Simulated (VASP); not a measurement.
# MgO in VASP: relaxation of the atoms with PBEsol

Aim: the relaxation of the atoms of MgO with PBEsol.

All numbers are computed with VASP 6.6.1; they aren't measurements. Logs are shortened: lines on timing, memory, paths and dates and some standing lists are left out, and cuts for length are marked.

**1. The cell of the first run**

The cell holds a slab with vacuum, 10 atoms: a = 2.980 Å, b = 2.980 Å, c = 24.430 Å, α = 90.00°, β = 90.00°, γ = 90.00°.

**2. Relaxation of the atoms, PBEsol**

Contents of INCAR:

```
SYSTEM = MgO
PREC = Accurate
ENCUT = 520
EDIFF = 1E-6
ISMEAR = 0
SIGMA = 0.05
LREAL = .False.
LASPH = .True.
NELM = 60
ALGO = Normal
ISIF = 2
LWAVE = .False.
LCHARG = .False.
LDIPOL = .True.
IDIPOL = 3
DIPOL = 0.5 0.5 0.500
GGA = PS
IBRION = 2
NSW = 90
EDIFFG = -0.015
```

Contents of KPOINTS:

```
regular mesh
0
Gamma
  8 8 1
  0 0 0
```

Contents of POSCAR:

```
MgO
1.0
    2.9804294380      0.0000000000      0.0000000000
    0.0000000000      2.9804294380      0.0000000000
    0.0000000000      0.0000000000     24.4299274670
Mg O
5 5
Direct
    0.5000000000      0.5000000000      0.3274672023
    1.0000000000      0.0000000000      0.4137336012
    0.5000000000      0.5000000000      0.5000000000
    1.0000000000      0.0000000000      0.5862663988
    0.5000000000      0.5000000000      0.6725327977
    1.0000000000      0.0000000000      0.3274672023
    0.5000000000      0.5000000000      0.4137336012
    1.0000000000      0.0000000000      0.5000000000
    0.5000000000      0.5000000000      0.5862663988
    1.0000000000      0.0000000000      0.6725327977
```

Potentials or basis: VASP PAW PBE potentials, release 64 (Mg, O).

Launch:

```
cat potpaw_PBE.64/Mg/POTCAR potpaw_PBE.64/O/POTCAR > POTCAR
mpirun -np 1 vasp_std > vasp.out
```

OUTCAR:

```text
SYSTEM = MgO
   PREC = Accurate
   ENCUT = 520
   EDIFF = 1E-6
   ISMEAR = 0
   LREAL = .False.
   LASPH = .True.
   NELM = 60
   ISIF = 2
   GGA = PS
   IBRION = 2
   NSW = 90
   EDIFFG = -0.015

 ion  position               nearest neighbor table
   1  0.500  0.500  0.327-   6 2.11   6 2.11   6 2.11   6 2.11   7 2.11   2 2.98   2 2.98   2 2.98
                             2 2.98
   2  0.000  0.000  0.414-   8 2.11   7 2.11   7 2.11   7 2.11   7 2.11   6 2.11   3 2.98   3 2.98
                             3 2.98   3 2.98   1 2.98   1 2.98   1 2.98   1 2.98
   3  0.500  0.500  0.500-   7 2.11   9 2.11   8 2.11   8 2.11   8 2.11   8 2.11   4 2.98   4 2.98
                             2 2.98   4 2.98   2 2.98   2 2.98   4 2.98   2 2.98
   4  0.000  0.000  0.586-   8 2.11   9 2.11   9 2.11   9 2.11   9 2.11  10 2.11   3 2.98   3 2.98
                             3 2.98   3 2.98   5 2.98   5 2.98   5 2.98   5 2.98
   5  0.500  0.500  0.673-  10 2.11  10 2.11  10 2.11  10 2.11   9 2.11   4 2.98   4 2.98   4 2.98
                             4 2.98
   6  0.000  0.000  0.327-   1 2.11   1 2.11   1 2.11   1 2.11   2 2.11
   7  0.500  0.500  0.414-   3 2.11   2 2.11   2 2.11   2 2.11   2 2.11   1 2.11
   8  0.000  0.000  0.500-   2 2.11   4 2.11   3 2.11   3 2.11   3 2.11   3 2.11
   9  0.500  0.500  0.586-   3 2.11   4 2.11   4 2.11   4 2.11   4 2.11   5 2.11
  10  0.000  0.000  0.673-   5 2.11   5 2.11   5 2.11   5 2.11   4 2.11

  LATTYP: Found a simple tetragonal cell.
 ALAT       =     2.9804294380
 C/A-ratio  =     8.1967810261

  Lattice vectors:

 A1 = (   2.9804294380,   0.0000000000,   0.0000000000)
 A2 = (   0.0000000000,   2.9804294380,   0.0000000000)
 A3 = (   0.0000000000,   0.0000000000,  24.4299274670)

Analysis of symmetry for initial positions (statically):
=====================================================================
 Subroutine PRICEL returns:
 Original cell was already a primitive cell.

 Routine SETGRP: Setting up the symmetry group for a
 simple tetragonal supercell.

 Subroutine GETGRP returns: Found 16 space group operations
 (whereof 16 operations were pure point group operations)
 out of a pool of 16 trial point group operations.

The static configuration has the point symmetry D_4h.

Analysis of symmetry for dynamics (positions and initial velocities):
=====================================================================
 Subroutine PRICEL returns:
 Original cell was already a primitive cell.

 Routine SETGRP: Setting up the symmetry group for a
 simple tetragonal supercell.

 Subroutine GETGRP returns: Found 16 space group operations
 (whereof 16 operations were pure point group operations)
 out of a pool of 16 trial point group operations.

The dynamic configuration has the point symmetry D_4h.

 Subroutine INISYM returns: Found 16 space group operations
 (whereof 16 operations are pure point group operations),
 and found     1 'primitive' translations

----------------------------------------------------------------------------------------

                                     Primitive cell

  volume of cell :     217.0101

  direct lattice vectors                    reciprocal lattice vectors
     2.980429438  0.000000000  0.000000000     0.335522119  0.000000000  0.000000000
     0.000000000  2.980429438  0.000000000     0.000000000  0.335522119  0.000000000
     0.000000000  0.000000000 24.429927467     0.000000000  0.000000000  0.040933400

  length of vectors
     2.980429438  2.980429438 24.429927467     0.335522119  0.335522119  0.040933400

  position of ions in fractional coordinates (direct lattice)
     0.500000000  0.500000000  0.327467202
     0.000000000  0.000000000  0.413733601
     0.500000000  0.500000000  0.500000000
     0.000000000  0.000000000  0.586266399
     0.500000000  0.500000000  0.672532798
     0.000000000  0.000000000  0.327467202
     0.500000000  0.500000000  0.413733601
     0.000000000  0.000000000  0.500000000
     0.500000000  0.500000000  0.586266399
[... 56 lines left out ...]
  0.500000  0.375000  0.000000      4.000000
  0.500000  0.500000  0.000000      1.000000
   k-points           NKPTS =     15   k-points in BZ     NKDIM =     15   number of bands    NBANDS=     26
   number of dos      NEDOS =    301   number of ions     NIONS =     10
   total plane-waves  NPLWV = 110592
   dimension x,y,z NGX =    24 NGY =   24 NGZ =  192
   dimension x,y,z NGXF=    48 NGYF=   48 NGZF=  384
   ions per type =               5   5
   NGX,Y,Z   is equivalent  to a cutoff of  13.39, 13.39, 13.07 a.u.
   NGXF,Y,Z  is equivalent  to a cutoff of  26.77, 26.77, 26.13 a.u.
 SYSTEM =  MgO
   PREC   = accura    normal or accurate (medium, high low for compatibility)
   ISTART =      0    job   : 0-new  1-cont  2-samecut
   ICHARG =      2    charge: 1-file 2-atom 10-const
   ISPIN  =      1    spin polarized calculation?
   LNONCOLLINEAR =      F non collinear calculations
   LSORBIT =      F    spin-orbit coupling
   LASPH  =      T    aspherical Exc in radial PAW
   ENCUT  =  520.0 eV  38.22 Ry    6.18 a.u.   5.54  5.54 45.42*2*pi/ulx,y,z
   NELM   =     60;   NELMIN=  2; NELMDL= -5     # of ELM steps
   EDIFF  = 0.1E-05   stopping-criterion for ELM
   LREAL  =      F    real-space projection
   EDIFFG = -.1E-01   stopping-criterion for IOM
   NSW    =     90    number of steps for IOM
   IBRION =      2    ionic relax: 0-MD 1-quasi-New 2-CG
   NFREE  =      1    steps in history (QN), initial steepest desc. (CG)
   ISIF   =      2    stress and relaxation
   ISYM   =      2    0-nonsym 1-usesym 2-fastsym
   POTIM  = 0.5000    time-step for ionic-motion
   TEBEG  =    0.0;   TEEND  =   0.0 temperature during run
   PSTRESS=    0.0 pullay stress
   NELECT =      40.0000    total number of electrons
   NUPDOWN=      -1.0000    fix difference up-down
   EMIN   =  10.00;   EMAX   =-10.00  energy-range for DOS
   EFERMI =   0.00;   METHOD = LEGACY
   ISMEAR =     0;   SIGMA  =   0.05  broadening in eV -4-tet -1-fermi 0-gaus
   EFERMI_NEDOS =   21; number of points for ismear=-14 and -15
   IALGO  =     38    algorithm
   IMIX   =      4    mixing-type and parameters
     AMIX     =   0.40;   BMIX     =  1.00
     AMIX_MAG =   1.60;   BMIX_MAG =  1.00
  volume/ion in A,a.u.               =      21.70       146.45
  Fermi-wavevector in a.u.,A,eV,Ry     =   0.931683  1.760626 11.810311  0.868033
  Thomas-Fermi vector in A             =   2.058202
   LORBIT       =      0    0 simple, 1 ext, 2 COOP (PROOUT), +10 PAW based schemes
   GGA     = PS    functional components
   LHFCALC =     F    Hartree Fock is set to
   AEXX    =    0.0000 exact exchange contribution
   IVDW    =     0    specifies the selected vdW correction
   LEPSILON=     F    determine dielectric tensor
   LRPA    =     F    only Hartree local field effects (RPA)
 conjugate gradient relaxation of ions
 non-spin polarized calculation
 Gauss-broadening in eV      SIGMA  =   0.05
  energy-cutoff  :      520.00
  volume of cell :      217.01
 maximum number of plane-waves:      5891
 NGX is ok and might be reduce to    24
   NGX = 11   NGY = 11   NGZ = 91

--------------------------------------- Ionic step        1  -------------------------------------------

 number of electron      39.9999995 magnetization

 Free energy of the ion-electron system (eV)
  ---------------------------------------------------
  ext. energy  EPLUGINS =         0.00000000
  ---------------------------------------------------
  free energy    TOTEN  =       -61.39673100 eV

  energy without entropy =      -61.39673100  energy(sigma->0) =      -61.39673100

------------------------ aborting loop because EDIFF is reached ----------------------------------------

  FORCE on cell =-STRESS in cart. coord.  units (eV):
  Direction    XX          YY          ZZ          XY          YZ          ZX
  --------------------------------------------------------------------------------------
  -------------------------------------------------------------------------------------
  Total       -4.1000133     -4.1000133     -0.2579880      0.0000000      0.0000000      0.0000000
  in kB      -30.2702481    -30.2702481     -1.9047160      0.0000000      0.0000000      0.0000000
  external PRESSURE =     -20.8150707 kB  Pullay stress =       0.0000000 kB
[... 119 lines left out ...]
--------------------------------------- Ionic step        4  -------------------------------------------

 number of electron      39.9999992 magnetization

 dipolmoment           0.000000      0.000000     -0.000000 electrons x Angstroem

------------------------ aborting loop because EDIFF is reached ----------------------------------------

  FORCE on cell =-STRESS in cart. coord.  units (eV):
  Direction    XX          YY          ZZ          XY          YZ          ZX
  --------------------------------------------------------------------------------------
  -------------------------------------------------------------------------------------
  Total       -4.0359897     -4.0359897     -0.2291034      0.0000000      0.0000000     -0.0000000
  in kB      -29.7975641    -29.7975641     -1.6914624      0.0000000      0.0000000     -0.0000000
  external PRESSURE =     -20.4288635 kB  Pullay stress =       0.0000000 kB
[... 31 lines left out ...]
--------------------------------------- Ionic step        5  -------------------------------------------

 number of electron      39.9999991 magnetization

 dipolmoment           0.000000      0.000000      0.000000 electrons x Angstroem

 Free energy of the ion-electron system (eV)
  ---------------------------------------------------
  ext. energy  EPLUGINS =         0.00000000
  ---------------------------------------------------
  free energy    TOTEN  =       -61.41828306 eV

  energy without entropy =      -61.41828306  energy(sigma->0) =      -61.41828306

 E-fermi :  -1.4621     XC(G=0):  -5.4573

 val. band max:       -1.6756166645   @ k =   0.0000   0.0000   0.0000
 cond. band min:       2.0066908268   @ k =   0.0000   0.0000   0.0000
 fundamental gap:      3.6823074913
 Fermi energy:        -1.4621039641

 k-point     1 :       0.0000    0.0000    0.0000
  band No.  band energies     occupation
      1     -18.7219      2.00000
      2     -18.3397      2.00000
      3     -17.7986      2.00000
      4     -17.3868      2.00000
      5     -17.2555      2.00000
      6      -5.5558      2.00000
[... 424 lines left out ...]
     25       8.4108      0.00000
     26       8.4108      0.00000

------------------------ aborting loop because EDIFF is reached ----------------------------------------

 vacuum level on the upper side and lower side of the slab       (xc-potential included)        -0.011        -0.011

  FORCE on cell =-STRESS in cart. coord.  units (eV):
  Direction    XX          YY          ZZ          XY          YZ          ZX
  --------------------------------------------------------------------------------------
  -------------------------------------------------------------------------------------
  Total       -4.0375491     -4.0375491     -0.2296269      0.0000000     -0.0000000      0.0000000
  in kB      -29.8090774    -29.8090774     -1.6953273      0.0000000     -0.0000000      0.0000000
  external PRESSURE =     -20.4378274 kB  Pullay stress =       0.0000000 kB
[... 25 lines left out ...]
  FREE ENERGIE OF THE ION-ELECTRON SYSTEM (eV)
  ---------------------------------------------------
  free  energy   TOTEN  =       -61.4182830587 eV

  energy  without entropy=      -61.4182830587  energy(sigma->0) =      -61.41828306

 reached required accuracy - stopping structural energy minimisation

 vacuum level on the upper side and lower side of the slab         3.579         3.579
```

It took 4.9 min on 1 thread of Intel Xeon Platinum 8375C at 2.90GHz (Ice Lake), shared host; peak memory 0.36 GiB.

What came out:

* Free energy: -61.4183 eV
* Energy gained by relaxing: 2.2 meV/atom
* Ionic steps: 5
* Largest force after relaxing: 0.006 eV/Å
* Band gap on the k mesh: 3.68 eV

Forces on the atoms (eV/Å):
```
Mg   0.000  0.000  0.005
Mg   0.000  0.000  0.002
Mg   0.000  0.000  0.000
Mg   0.000  0.000 -0.002
Mg   0.000  0.000 -0.005
O    0.000  0.000  0.006
O    0.000  0.000  0.001
O    0.000  0.000  0.000
O    0.000  0.000 -0.001
O    0.000  0.000 -0.006
```

The path:
```
step  energy change (eV)  largest force (eV/Å)  pressure (GPa)
   1              0.0000                0.4535           -2.08
   2             -0.0207                0.0974           -2.05
   3             -0.0208                0.1046           -2.04
   4             -0.0215                0.0208           -2.04
   5             -0.0216                0.0056           -2.04
```

Final structure:
```yaml
crystal:
  lattice:
    - [2.98043, 0.00000, 0.00000]
    - [0.00000, 2.98043, 0.00000]
    - [0.00000, 0.00000, 24.42993]
  atoms:
    - { symbol: Mg, position: [0.50000, 0.50000, 0.32847] }
    - { symbol: Mg, position: [0.00000, 0.00000, 0.41359] }
    - { symbol: Mg, position: [0.50000, 0.50000, 0.50000] }
    - { symbol: Mg, position: [0.00000, 0.00000, 0.58641] }
    - { symbol: Mg, position: [0.50000, 0.50000, 0.67153] }
    - { symbol: O, position: [0.00000, 0.00000, 0.32650] }
    - { symbol: O, position: [0.50000, 0.50000, 0.41391] }
    - { symbol: O, position: [0.00000, 0.00000, 0.50000] }
    - { symbol: O, position: [0.50000, 0.50000, 0.58609] }
    - { symbol: O, position: [0.00000, 0.00000, 0.67350] }
```

Caveat: the PAW data sets were made with another functional, which shifts forces and pressure a little.
